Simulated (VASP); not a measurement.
Here is a VASP 6.6.1 calculation.

Contents of INCAR:

```
ALGO = Normal
EDIFF = 1E-6
ENCUT = 520
GGA = PE
ISIF = 2
ISMEAR = 0
LASPH = True
LCHARG = False
LREAL = False
LWAVE = False
NBANDS = 17
NELM = 60
PREC = Accurate
SIGMA = 0.05
```

File KPOINTS:

```
k-points
0
Gamma
  10 10 10
```

The input POSCAR:

```
SnTe
1.0
    0.0728368679      3.1483312528      3.1632593973
    3.2314020970      0.0242347010      3.2118615643
    3.2751081946      3.2406395174     -0.0194713966
Sn Te
1 1
Direct
    0.5127808795      0.4737145387      0.5213670318
   -0.0127808795      0.0262854613     -0.0213670318
```

Potentials or basis: VASP PAW PBE potentials, release 64 (Sn_d, Te).

Run with:

```console
$ cat potpaw_PBE.64/Sn_d/POTCAR potpaw_PBE.64/Te/POTCAR > POTCAR
$ mpirun -np 1 vasp_std > vasp.out
```

Question: What does it give for the largest force?

Answer: 0.194 eV/Å.

Question: Estimate the pressure.

Answer: 0.9 GPa.

Question: Predict the band gap on the k mesh.

Answer: 0.11 eV (least direct gap 0.29 eV).

Forces on the atoms (eV/Å):
```
Sn   0.043 -0.188  0.024
Te  -0.043  0.188 -0.024
```

Caveat: the cell differs from its parent crystal (atoms moved at random and the cell strained at random); spin-orbit coupling is left out, which moves the levels of the heavy elements. A k mesh can miss the band edges.
